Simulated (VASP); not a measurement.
Here is a VASP 6.6.1 calculation.

File INCAR:

```
SYSTEM = Sn
PREC = Accurate
ENCUT = 520
EDIFF = 1E-6
ISMEAR = 0
SIGMA = 0.1
LREAL = .FALSE.
LASPH = .TRUE.
NELM = 80
ALGO = Normal
ISIF = 2
LWAVE = .FALSE.
LCHARG = .FALSE.
GGA = PE
NBANDS = 21
```

Contents of KPOINTS:

```
Automatic mesh
0
G
  8 8 8
  0 0 0
```

Contents of POSCAR:

```
Sn
1.0
    0.0000000000     -4.0001372224      0.0000000000
    4.0001372224      0.0000000000      0.0000000000
   -2.0000686112      2.0000686112      5.1236788559
Sn
2
Direct
    0.7500000000      0.2500000000      0.5000000000
    0.0000000000      0.0000000000      0.0000000000
```

Potentials or basis: VASP PAW PBE potentials, release 64 (Sn_d).

Launch:

```bash
$ cat potpaw_PBE.64/Sn_d/POTCAR > POTCAR
$ mpirun -np 1 vasp_std > vasp.out
```

Estimate the band gap on the k mesh.

zero (band 14 reaches 5.99 eV, above the bottom of band 15 at 3.59 eV).

Estimate the pressure.

-4.7 GPa.

Stress tensor (GPa, compression positive):
```
-4.48  0.00  0.00
 0.00 -4.48  0.00
 0.00  0.00 -4.99
```

Caveat: spin-orbit coupling is left out, which moves the levels of the heavy elements.
